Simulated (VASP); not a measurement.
Runs of VASP 6.6.1 on ZnAu. The structure is that of space group P4/mmm (No. 123), or close to it. The cells are those of the table. 

| cell | further INCAR settings | gap on the mesh (eV) | pressure (GPa) |
| --- | --- | --- | --- |
| a = 2.675, b = 2.675, c = 3.147 Å, 2 atoms | ALGO = Fast; EDIFF = 1e-06; NBANDS = 18 | none | (a) |
| a = 3.501, b = 3.501, c = 3.147 Å, 2 atoms | ALGO = Fast; EDIFF = 1e-06; NBANDS = 18 | none | -12.2 |
| a = 3.560, b = 3.560, c = 3.147 Å, 2 atoms | ALGO = Fast; EDIFF = 1e-07; NBANDS = 18 | none | -13.1 |
| a = 2.793, b = 2.793, c = 3.147 Å, 2 atoms | ALGO = Fast; EDIFF = 1e-07; NBANDS = 18 | none | 69.3 |

Alike in all rows: task single point; level PBE; potentials or basis VASP PAW PBE potentials, release 64 (Zn, Au); no spin polarisation; k mesh 16 × 16 × 16; cutoff (eV) 520; smearing gaussian 0.15 eV.

**Question.** Estimate the missing entries.

**Answer.** (a) 114.9.

Caveats: spin-orbit coupling is left out, which moves the levels of the heavy elements.

A k mesh can miss the band edges, and the runs leave out spin-orbit coupling on Au.

A gap of «none» marks levels without a gap at the run's occupations.
